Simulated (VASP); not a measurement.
**Ag: single point with PBE**

Crystal: Ag.

```
Ag
1.0
    -1.65565    1.73322    1.73322
     1.65565   -1.57809    1.57809
     1.65565    1.57809   -1.57809
Ag
1
Direct
  0.00000 0.00000 0.00000
```

This cell differs from its parent crystal: strain +0.0937 x Voigt [0, 0, 0, 1, 0, 0].

```yaml
Program: VASP 6.6.1
Task: single point
Functional: PBE
Potentials_or_basis: VASP PAW PBE potentials, release 64 (Ag)
Cutoff: 520 eV
k_mesh: 20 × 20 × 20
Occupations: gaussian, width 0.15 eV
Spin: no spin polarisation
```

```yaml
Pressure: 0.1 GPa
Band_gap_on_the_k_mesh: zero (an odd number of electrons rules out a gap without spin polarisation)
```

Stress tensor (GPa, compression positive):
```
 0.46  0.00  0.00
 0.00 -0.11 -4.51
 0.00 -4.51 -0.11
```

Levels at points of the mesh, in eV from the Fermi level:
| k point | band 3 | band 4 | band 5 | band 6 | band 7 | band 8 |
| --- | --- | --- | --- | --- | --- | --- |
| (0.00, 0.00, 0.00) | -4.84 | -4.43 | -3.55 | -3.49 | 16.61 | 17.76 |
| (0.50, 0.00, 0.00) | -3.46 | -3.27 | -2.81 | -0.48 | 2.82 | 13.63 |
| (0.00, 0.50, 0.00) | -3.59 | -3.46 | -2.67 | 0.03 | 3.79 | 12.25 |
| (0.00, 0.50, 0.50) | -3.70 | -3.68 | -2.45 | 0.61 | 4.78 | 12.58 |
| (0.50, 0.50, 0.50) | -3.16 | -2.89 | -2.58 | 6.61 | 6.67 | 6.90 |

Wall time 4.5 min on 1 thread of Intel Xeon 8259CL (shared host), peak memory 0.35 GiB.

Caveat: the cell differs from its parent crystal (strain +0.0937 x Voigt [0, 0, 0, 1, 0, 0]).
